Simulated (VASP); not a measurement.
# W (I4/mmm) in VASP: further runs

W is run at these levels: PBEsol; tasks: single point.

Everything below comes from runs of VASP 6.6.1. Logs are shortened: lines on timing, memory, paths and dates and some standing lists are left out, and cuts for length are marked.

**1. The cell of the first run**

Symmetry: I4/mmm, No. 139, tetragonal system. Conventional cell: a = 3.115 Å, b = 3.115 Å, c = 3.354 Å, α = 90.00°, β = 90.00°, γ = 90.00°. Within 3.6 Å of W (site symmetry 4/mmm) lie 14 W at 2.77 to 3.35 Å.

**2. Single point, PBEsol (strain -0.025 along x and y, +0.050 along z)**

INCAR

```
PREC = Accurate
ENCUT = 520
EDIFF = 1E-7
ISMEAR = 0
SIGMA = 0.15
LREAL = False
LASPH = True
NELM = 80
ALGO = Fast
ISIF = 2
LWAVE = False
LCHARG = False
GGA = PS
NBANDS = 13
```

KPOINTS

```
regular mesh
0
Gamma
  20 20 20
```

POSCAR

```
W
1.0
   -1.5573675000      1.5573675000      1.6771650000
    1.5573675000     -1.5573675000      1.6771650000
    1.5573675000      1.5573675000     -1.6771650000
W
1
Direct
    0.0000000000      0.0000000000      0.0000000000
```

Potentials or basis: VASP PAW PBE potentials, release 64 (W_sv).

Command:

```console
cat potpaw_PBE.64/W_sv/POTCAR > POTCAR
mpirun -np 1 vasp_std > vasp.out
```

OUTCAR:

```text
PREC = Accurate
   ENCUT = 520
   EDIFF = 1E-7
   ISMEAR = 0
   LREAL = False
   LASPH = True
   NELM = 80
   ISIF = 2
   GGA = PS

 ion  position               nearest neighbor table
   1  0.000  0.000  0.000-

  LATTYP: Found a body centered tetragonal cell.
 ALAT       =     3.1147350000
 C/A-ratio  =     1.0769230769

  Lattice vectors:

 A1 = (  -1.5573675000,   1.5573675000,   1.6771650000)
 A2 = (   1.5573675000,  -1.5573675000,   1.6771650000)
 A3 = (   1.5573675000,   1.5573675000,  -1.6771650000)

Analysis of symmetry for initial positions (statically):
=====================================================================
 Subroutine PRICEL returns:
 Original cell was already a primitive cell.

 Routine SETGRP: Setting up the symmetry group for a
 body centered tetragonal supercell.

 Subroutine GETGRP returns: Found 16 space group operations
 (whereof 16 operations were pure point group operations)
 out of a pool of 16 trial point group operations.

The static configuration has the point symmetry D_4h.

Analysis of symmetry for dynamics (positions and initial velocities):
=====================================================================
 Subroutine PRICEL returns:
 Original cell was already a primitive cell.

 Routine SETGRP: Setting up the symmetry group for a
 body centered tetragonal supercell.

 Subroutine GETGRP returns: Found 16 space group operations
 (whereof 16 operations were pure point group operations)
 out of a pool of 16 trial point group operations.

The dynamic configuration has the point symmetry D_4h.

 Subroutine INISYM returns: Found 16 space group operations
 (whereof 16 operations are pure point group operations),
 and found     1 'primitive' translations

----------------------------------------------------------------------------------------

                                     Primitive cell

  volume of cell :      16.2711

  direct lattice vectors                    reciprocal lattice vectors
    -1.557367500  1.557367500  1.677165000     0.000000000  0.321054600  0.298122129
     1.557367500 -1.557367500  1.677165000     0.321054600  0.000000000  0.298122129
     1.557367500  1.557367500 -1.677165000     0.321054600  0.321054600  0.000000000

  length of vectors
     2.768333343  2.768333343  2.768333343     0.438124252  0.438124252  0.454039770

  position of ions in fractional coordinates (direct lattice)
     0.000000000  0.000000000  0.000000000

  ion indices of the primitive-cell ions
   primitive index   ion index
                 1           1

----------------------------------------------------------------------------------------

 KPOINTS: regular mesh

Automatic generation of k-mesh.
 Grid dimensions read from file:
 generate k-points for:   20   20   20

 Generating k-lattice:

  Cartesian coordinates                     Fractional coordinates (reciprocal lattice)
     0.000000000  0.016052730  0.014906106     0.050000000  0.000000000 -0.000000000
     0.016052730  0.000000000  0.014906106     0.000000000  0.050000000 -0.000000000
     0.016052730  0.016052730  0.000000000     0.000000000  0.000000000  0.050000000

  Length of vectors
     0.021906213  0.021906213  0.022701988

  Shift w.r.t. Gamma in fractional coordinates (k-lattice)
     0.000000000  0.000000000  0.000000000

 Subroutine IBZKPT returns following result:
 ===========================================

 Found    641 irreducible k-points:

 Following reciprocal coordinates:
            Coordinates               Weight
  0.000000  0.000000  0.000000      1.000000
  0.050000  0.000000  0.000000      8.000000
  0.100000 -0.000000  0.000000      8.000000
  0.150000  0.000000  0.000000      8.000000
  0.200000 -0.000000  0.000000      8.000000
  0.250000 -0.000000  0.000000      8.000000
[... 16 lines left out ...]
 -0.400000  0.050000 -0.000000     16.000000
 -0.350000  0.050000 -0.000000     16.000000
 [... further k-points ...]
   k-points           NKPTS =    641   k-points in BZ     NKDIM =    641   number of bands    NBANDS=     13
   number of dos      NEDOS =    301   number of ions     NIONS =      1
   total plane-waves  NPLWV =  13824
   dimension x,y,z NGX =    24 NGY =   24 NGZ =   24
   dimension x,y,z NGXF=    48 NGYF=   48 NGZF=   48
   ions per type =               1
   NGX,Y,Z   is equivalent  to a cutoff of  14.41, 14.41, 14.41 a.u.
   NGXF,Y,Z  is equivalent  to a cutoff of  28.83, 28.83, 28.83 a.u.
 SYSTEM =  unknown system
   PREC   = accura    normal or accurate (medium, high low for compatibility)
   ISTART =      0    job   : 0-new  1-cont  2-samecut
   ICHARG =      2    charge: 1-file 2-atom 10-const
   ISPIN  =      1    spin polarized calculation?
   LNONCOLLINEAR =      F non collinear calculations
   LSORBIT =      F    spin-orbit coupling
   LASPH  =      T    aspherical Exc in radial PAW
   ENCUT  =  520.0 eV  38.22 Ry    6.18 a.u.   5.15  5.15  5.15*2*pi/ulx,y,z
   NELM   =     80;   NELMIN=  2; NELMDL= -5     # of ELM steps
   EDIFF  = 0.1E-06   stopping-criterion for ELM
   LREAL  =      F    real-space projection
   EDIFFG = 0.1E-05   stopping-criterion for IOM
   NSW    =      0    number of steps for IOM
   IBRION =     -1    ionic relax: 0-MD 1-quasi-New 2-CG
   NFREE  =      0    steps in history (QN), initial steepest desc. (CG)
   ISIF   =      2    stress and relaxation
   ISYM   =      2    0-nonsym 1-usesym 2-fastsym
   POTIM  = 0.5000    time-step for ionic-motion
   TEBEG  =    0.0;   TEEND  =   0.0 temperature during run
   PSTRESS=    0.0 pullay stress
   NELECT =      14.0000    total number of electrons
   NUPDOWN=      -1.0000    fix difference up-down
   EMIN   =  10.00;   EMAX   =-10.00  energy-range for DOS
   EFERMI =   0.00;   METHOD = LEGACY
   ISMEAR =     0;   SIGMA  =   0.15  broadening in eV -4-tet -1-fermi 0-gaus
   EFERMI_NEDOS =   21; number of points for ismear=-14 and -15
   IALGO  =     68    algorithm
   IMIX   =      4    mixing-type and parameters
     AMIX     =   0.40;   BMIX     =  1.00
     AMIX_MAG =   1.60;   BMIX_MAG =  1.00
  volume/ion in A,a.u.               =      16.27       109.80
  Fermi-wavevector in a.u.,A,eV,Ry     =   1.557082  2.942459 32.987388  2.424505
  Thomas-Fermi vector in A             =   2.660784
   LORBIT       =      0    0 simple, 1 ext, 2 COOP (PROOUT), +10 PAW based schemes
   GGA     = PS    functional components
   LHFCALC =     F    Hartree Fock is set to
   AEXX    =    0.0000 exact exchange contribution
   IVDW    =     0    specifies the selected vdW correction
   LEPSILON=     F    determine dielectric tensor
   LRPA    =     F    only Hartree local field effects (RPA)
 non-spin polarized calculation
 RMM-DIIS sequential band-by-band and
 Gauss-broadening in eV      SIGMA  =   0.15
  energy-cutoff  :      520.00
  volume of cell :       16.27
 maximum number of plane-waves:       450
 NGX is ok and might be reduce to    24
   NGX = 11   NGY = 11   NGZ = 11

 number of electron      13.9999998 magnetization

 Free energy of the ion-electron system (eV)
  ---------------------------------------------------
  ext. energy  EPLUGINS =         0.00000000
  ---------------------------------------------------
  free energy    TOTEN  =       -13.73684818 eV

  energy without entropy =      -13.73105979  energy(sigma->0) =      -13.73395398

 E-fermi :  10.9141     XC(G=0): -13.6127

 val. band max:       10.9098614767   @ k =   0.5000   0.5000   0.3000
 cond. band min:      10.9161182812   @ k =  -0.2500  -0.3000   0.2500
 fundamental gap:      0.0062568045
 Fermi energy:        10.9140943378

 k-point     1 :       0.0000    0.0000    0.0000
  band No.  band energies     occupation
      1     -63.2747      2.00000
      2     -26.8839      2.00000
      3     -26.8637      2.00000
      4     -26.8637      2.00000
      5       1.3940      2.00000
      6       9.4699      2.00000
      7       9.4699      2.00000
      8      10.3669      2.00000
      9      12.4132      0.00000
     10      13.6019      0.00000
     11      24.5556      0.00000
     12      25.8991      0.00000
     13      25.8991      0.00000

 k-point     2 :       0.0500    0.0000    0.0000
  band No.  band energies     occupation
      1     -63.2719      2.00000
      2     -26.9077      2.00000
      3     -26.8727      2.00000
      4     -26.8713      2.00000
      5       1.5095      2.00000
      6       9.4603      2.00000
      7       9.4961      2.00000
      8      10.3832      2.00000
      9      12.3436      0.00000
     10      13.5543      0.00000
     11      24.7653      0.00000
     12      26.0539      0.00000
     13      26.0934      0.00000

 k-point     3 :       0.1000   -0.0000    0.0000
  band No.  band energies     occupation
      1     -63.2636      2.00000
      2     -26.9962      2.00000
      3     -26.8988      2.00000
      4     -26.8733      2.00000
      5       1.8458      2.00000
      6       9.4148      2.00000
      7       9.4854      2.00000
      8      10.5310      1.99970
      9      12.1752      0.00000
     10      13.4506      0.00000
     11      25.2672      0.00000
     12      26.4886      0.00000
     13      26.6627      0.00000
[... 305 lines left out ...]
 k-point    23 :      -0.4000    0.0500   -0.0000
  band No.  band energies     occupation
      1     -63.1730      2.00000
      2     -27.9016      2.00000
      3     -27.1761      2.00000
      4     -26.8881      2.00000
      5       4.8068      2.00000
      6       8.0609      2.00000
      7       9.7551      2.00000
      8      12.3128      0.00000
      9      13.9091      0.00000
     10      15.2106      0.00000
     11      22.9779      0.00000
     12      23.6399      0.00000
     13      30.0787      0.00000

 k-point    24 :      -0.3500    0.0500   -0.0000
  band No.  band energies     occupation
      1     -63.1877      2.00000
      2     -27.7622      2.00000
      3     -27.1296      2.00000
      4     -26.8891      2.00000
      5       4.5856      2.00000
      6       8.2855      2.00000
      7       9.1822      2.00000
      8      12.1807      0.00000
      9      13.7149      0.00000
     10      14.1463      0.00000
     11      24.0289      0.00000
     12      24.7885      0.00000
     13      32.0154      0.00000

 [... further k-points ...]
[... 5 lines left out ...]
  --------------------------------------------------------------------------------------
  -------------------------------------------------------------------------------------
  Total       -0.2858782     -0.2858782     -2.3772576      0.0000000     -0.0000000     -0.0000000
  in kB      -28.1496948    -28.1496948   -234.0824370      0.0000000     -0.0000000     -0.0000000
  external PRESSURE =     -96.7939422 kB  Pullay stress =       0.0000000 kB

 VOLUME and BASIS-vectors are now :
 -----------------------------------------------------------------------------
  energy-cutoff  :      520.00
  volume of cell :       16.27
      direct lattice vectors                 reciprocal lattice vectors
    -1.557367500  1.557367500  1.677165000     0.000000000  0.321054600  0.298122129
     1.557367500 -1.557367500  1.677165000     0.321054600  0.000000000  0.298122129
     1.557367500  1.557367500 -1.677165000     0.321054600  0.321054600  0.000000000

 POSITION                                       TOTAL-FORCE (eV/Angst)
 -----------------------------------------------------------------------------------
      0.00000      0.00000      0.00000         0.000000      0.000000     -0.000000
 -----------------------------------------------------------------------------------
    total drift:                                0.000000      0.000000     -0.000000

  FREE ENERGIE OF THE ION-ELECTRON SYSTEM (eV)
  ---------------------------------------------------
  free  energy   TOTEN  =       -13.7368481784 eV

  energy  without entropy=      -13.7310597873  energy(sigma->0) =      -13.73395398
```

Run time: 1.7 min. Hardware: 1 thread of Intel Xeon Platinum 8488C (Sapphire Rapids), shared host; peak memory 0.24 GiB.

Results:

* Free energy: -13.7368 eV
* Pressure: -9.7 GPa
* Band gap on the k mesh: zero (band 7 reaches 15.70 eV, above the bottom of band 8 at 10.14 eV)

Levels at points of the mesh, in eV from the Fermi level:
```tsv
k point	band 5	band 6	band 7	band 8	band 9	band 10
(0.00, 0.00, 0.00)	-9.52	-1.44	-1.44	-0.55	1.50	2.69
(0.50, 0.00, 0.00)	-6.14	-3.10	0.43	1.34	3.12	5.78
(0.50, 0.50, 0.00)	-6.12	-4.05	0.99	2.86	3.44	6.04
(0.50, 0.50, 0.50)	-5.76	-5.54	4.79	5.10	5.10	6.74
```

Caveat: the cell differs from its parent crystal (strain -0.025 along x and y, +0.050 along z); the PAW data sets were made with another functional, which shifts forces and pressure a little; spin-orbit coupling is left out, which moves the levels of the heavy elements.

**3. Single point, PBEsol (strain +0.025 along x and y, -0.050 along z)**

INCAR

```
SYSTEM = W
PREC = Accurate ; ENCUT = 520
EDIFF = 1E-6 ; ISMEAR = 0
SIGMA = 0.15 ; LREAL = .FALSE.
LASPH = .TRUE. ; NELM = 80
ALGO = Fast ; ISIF = 2
LWAVE = .FALSE. ; LCHARG = .FALSE.
GGA = PS ; NBANDS = 13
```

KPOINTS

```
regular mesh
0
G
  20 20 20
  0 0 0
```

POSCAR

```
W
1.0
   -1.6372325000      1.6372325000      1.5174350000
    1.6372325000     -1.6372325000      1.5174350000
    1.6372325000      1.6372325000     -1.5174350000
W
1
Direct
    0.0000000000      0.0000000000      0.0000000000
```

Potentials or basis: VASP PAW PBE potentials, release 64 (W_sv).

Command:

```console
cat potpaw_PBE.64/W_sv/POTCAR > POTCAR
mpirun -np 1 vasp_std > vasp.out
```

It took 99 s on 1 thread of Intel Xeon Platinum 8488C (Sapphire Rapids), shared host; peak memory 0.24 GiB.

It converged, with:

- Free energy: -13.7290 eV
- Pressure: -9.4 GPa
- Band gap on the k mesh: zero (band 7 reaches 15.81 eV, above the bottom of band 8 at 9.70 eV)

Stress tensor (GPa, compression positive):
```
-17.37   0.00   0.00
  0.00 -17.37   0.00
  0.00   0.00   6.62
```

Levels at points of the mesh, in eV from the Fermi level:
| k point | band 4 | band 5 | band 6 | band 7 | band 8 | band 9 | band 10 | band 11 |
| --- | --- | --- | --- | --- | --- | --- | --- | --- |
| (0.00, 0.00, 0.00) | -37.75 | -9.52 | -1.82 | -0.80 | -0.80 | 1.42 | 2.78 | 14.04 |
| (0.50, 0.00, 0.00) | -37.82 | -6.12 | -3.76 | 0.83 | 2.08 | 3.65 | 5.91 | 10.83 |
| (0.50, 0.50, 0.00) | -37.77 | -6.16 | -2.72 | 0.22 | 1.17 | 2.56 | 5.77 | 10.26 |
| (0.50, 0.50, 0.50) | -38.46 | -5.75 | -5.56 | 4.90 | 4.90 | 5.20 | 7.36 | 7.36 |

Caveat: the cell differs from its parent crystal (strain +0.025 along x and y, -0.050 along z); the PAW data sets were made with another functional, which shifts forces and pressure a little; spin-orbit coupling is left out, which moves the levels of the heavy elements.

**4. Single point, PBEsol (strain +0.050 along x and y, -0.025 along z)**

INCAR

```
SYSTEM = W
PREC = Accurate
ENCUT = 520
EDIFF = 1E-6
ISMEAR = 0
SIGMA = 0.15
LREAL = .False.
LASPH = .True.
NELM = 80
ALGO = Fast
ISIF = 2
LWAVE = .False.
LCHARG = .False.
GGA = PS
NBANDS = 13
```

KPOINTS

```
Automatic mesh
0
Gamma
  20 20 20
  0 0 0
```

POSCAR

```
W
1.0
   -1.6771650000      1.6771650000      1.5573675000
    1.6771650000     -1.6771650000      1.5573675000
    1.6771650000      1.6771650000     -1.5573675000
W
1
Direct
    0.0000000000      0.0000000000      0.0000000000
```

Command:

```console
cat potpaw_PBE.64/W_sv/POTCAR > POTCAR
mpirun -np 1 vasp_std > vasp.out
```

Run time: 5.1 min. Hardware: 1 thread of AMD EPYC 7R13, shared host; peak memory 0.22 GiB.

Results (log left out):

- Free energy: -13.5844 eV
- Pressure: -27.3 GPa
- Band gap on the k mesh: zero (band 7 reaches 14.29 eV, above the bottom of band 8 at 8.87 eV)

Stress tensor (GPa, compression positive):
```
-33.72   0.00   0.00
  0.00 -33.72   0.00
  0.00   0.00 -14.43
```

Levels at points of the mesh, in eV from the Fermi level:
```tsv
k point	band 3	band 4	band 5	band 6	band 7	band 8	band 9	band 10	band 11	band 12
(0.00, 0.00, 0.00)	-37.99	-37.94	-9.09	-1.63	-0.72	-0.72	1.35	2.53	13.90	13.90
(0.50, 0.00, 0.00)	-38.30	-38.00	-5.64	-3.39	0.61	1.88	3.27	5.31	9.70	11.10
(0.50, 0.50, 0.00)	-38.21	-37.96	-5.71	-2.46	0.07	1.08	2.33	5.18	9.19	11.59
(0.50, 0.50, 0.50)	-38.68	-38.50	-5.17	-5.01	4.41	4.41	4.68	6.85	6.85	8.86
```

Caveat: the cell differs from its parent crystal (strain +0.050 along x and y, -0.025 along z); the PAW data sets were made with another functional, which shifts forces and pressure a little; spin-orbit coupling is left out, which moves the levels of the heavy elements.

**5. The runs side by side**

```csv
cell,further INCAR settings,gap on the mesh (eV),pressure (GPa)
"a = 2.768 Å, angles 111.5, 111.5, 105.4°, 1 atom",ALGO = Fast; EDIFF = 1e-07; NBANDS = 13,none,-9.7
"a = 2.768 Å, angles 107.5, 107.5, 113.5°, 1 atom",ALGO = Fast; EDIFF = 1e-06; NBANDS = 13,none,-9.4
"a = 2.837 Å, angles 107.5, 107.5, 113.4°, 1 atom",ALGO = Fast; EDIFF = 1e-06; NBANDS = 13,none,-27.3
```

Alike in all rows: task single point; level PBEsol; potentials or basis VASP PAW PBE potentials, release 64 (W_sv); no spin polarisation; k mesh 20 × 20 × 20; cutoff (eV) 520; smearing gaussian 0.15 eV.

Caveats: the PAW data sets were made with another functional, which shifts forces and pressure a little; spin-orbit coupling is left out, which moves the levels of the heavy elements.

Total energies depend on the potentials used, so only differences within one code and one set of settings carry meaning.
